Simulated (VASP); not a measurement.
TaN, 6 atoms in the cell. Symmetry: P6/mmm, No. 191, hexagonal system. The conventional cell has a = 5.191 Å, b = 5.191 Å, c = 2.956 Å, α = 90.00°, β = 90.00°, γ = 120.00°. Ta (site symmetry 6/mmm) has 6 N at 2.60 Å and 14 Ta at 2.96 to 3.34 Å within 3.4 Å. Ta (site symmetry -6m2) has 6 N at 2.10 Å within 2.8 Å. Within 2.8 Å of N (site symmetry mmm) lie 6 Ta at 2.10 to 2.60 Å and 4 N at 2.60 Å. 

* Program: VASP 6.6.1
* Task: single point
* Functional: PBEsol
* Potentials or basis: VASP PAW PBE potentials, release 64 (Ta_pv, N)
* Cutoff: 520 eV
* k mesh: 8 × 8 × 12
* Occupations: fermi-dirac, width 0.1 eV
* Spin: no spin polarisation
* Dipole correction: no
* Further INCAR settings: ALGO = Normal; EDIFF = 1e-07; NBANDS = 33

Potentials or basis: VASP PAW PBE potentials, release 64 (Ta_pv, N).

The run is started by

```sh
$ cat potpaw_PBE.64/Ta_pv/POTCAR potpaw_PBE.64/N/POTCAR > POTCAR
$ mpirun -np 1 vasp_std > vasp.out
```

Hardware: 1 thread of Intel(R) Xeon(R) Platinum 8559C (Emerald Rapids) (shared host).

Q: How long does it take, and how much memory?

A: Wall time 93 s on 1 thread of Intel(R) Xeon(R) Platinum 8559C (Emerald Rapids), on a shared host, peak memory 0.27 GiB. Counts: scf iterations 16, k points 70.
